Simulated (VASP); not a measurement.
Here is a VASP 6.6.1 calculation.

The input INCAR:

```
PREC = Accurate
ENCUT = 500
EDIFF = 1E-6
ISMEAR = -1
SIGMA = 0.05
LREAL = F
LASPH = T
NELM = 120
ALGO = Normal
ISIF = 2
LWAVE = F
LCHARG = T
GGA = PS
LELF = T
LVHAR = T
NBANDS = 11
GGA_COMPAT = F
```

Contents of KPOINTS:

```
Automatic mesh
0
Gamma
  9 9 9
```

The input POSCAR:

```
Si
1.0
    0.0000000000      2.7174363873      2.7174363873
    2.7174363873      0.0000000000      2.7174363873
    2.7174363873      2.7174363873      0.0000000000
Si
2
Direct
    0.5000000000      0.5000000000      0.5000000000
    0.7500000000      0.7500000000      0.7500000000
```

Potentials or basis: VASP PAW PBE potentials, release 64 (Si).

Launch:

```console
$ cat potpaw_PBE.64/Si/POTCAR > POTCAR
$ mpirun -np 1 vasp_std > vasp.out
```

Q: Estimate the pressure.

A: 0.0 GPa.

Q: What does it give for the band gap on the k mesh?

A: 0.47 eV, indirect (least direct gap 2.52 eV).

Caveat: the PAW data sets were made with another functional, which shifts forces and pressure a little. A k mesh can miss the band edges.
